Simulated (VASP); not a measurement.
A run of VASP 6.6.1 is set up as follows.

File POSCAR:

```
C
1.0
    0.0000000000      1.7856546291      1.7856546291
    1.7856546291      0.0000000000      1.7856546291
    1.7856546291      1.7856546291      0.0000000000
C
2
Direct
    0.7500000000      0.7500000000      0.7500000000
    0.5000000000      0.5000000000      0.5000000000
```

Contents of INCAR.step1:

```
SYSTEM = C
PREC     = Accurate       ! precision mode
ENCUT    = 520            ! plane-wave cutoff, eV
EDIFF    = 1E-5           ! SCF threshold, eV
ISMEAR   = 0              ! smearing method
SIGMA    = 0.05           ! smearing width, eV
LREAL    = .FALSE.        ! projectors in reciprocal space
LASPH    = .TRUE.         ! aspherical terms in the spheres
NELM     = 120            ! most SCF steps
ALGO     = Normal         ! electronic algorithm
ISIF     = 2              ! what is computed and relaxed
LWAVE    = .TRUE.         ! write WAVECAR
LCHARG   = .FALSE.        ! write CHGCAR
GGA      = PE             ! functional
NBANDS   = 11             ! bands
GGA_COMPAT= .FALSE.
```

Contents of INCAR.step2:

```
SYSTEM = C
PREC     = Accurate       ! precision mode
ENCUT    = 520            ! plane-wave cutoff, eV
EDIFF    = 1E-6           ! SCF threshold, eV
ISMEAR   = 0              ! smearing method
SIGMA    = 0.05           ! smearing width, eV
LREAL    = .FALSE.        ! projectors in reciprocal space
LASPH    = .TRUE.         ! aspherical terms in the spheres
NELM     = 120            ! most SCF steps
ALGO     = Normal         ! electronic algorithm
ISIF     = 2              ! what is computed and relaxed
LWAVE    = .FALSE.        ! write WAVECAR
LCHARG   = .FALSE.        ! write CHGCAR
GGA      = PE             ! functional
LHFCALC  = .TRUE.         ! exact exchange
HFSCREEN = 0.2079         ! screening, 1/A
PRECFOCK = Normal       
ISTART   = 1            
NBANDS   = 11             ! bands
GGA_COMPAT= .FALSE.
```

File KPOINTS:

```
Automatic mesh
0
G
  8 8 8
  0 0 0
```

Potentials or basis: VASP PAW PBE potentials, release 64 (C).

Launch:

```sh
$ cat potpaw_PBE.64/C/POTCAR > POTCAR
$ cp INCAR.step1 INCAR
$ mpirun -np 1 vasp_std > vasp.out
$ cp INCAR.step2 INCAR
$ mpirun -np 1 vasp_std > vasp.out
```

Task: Predict the band gap on the k mesh.

Result: 5.27 eV, indirect (least direct gap 6.96 eV).

Task: Estimate the pressure.

Result: -9.0 GPa.

Caveat: the PAW data sets were made with another functional, which shifts forces and pressure a little. A k mesh can miss the band edges.
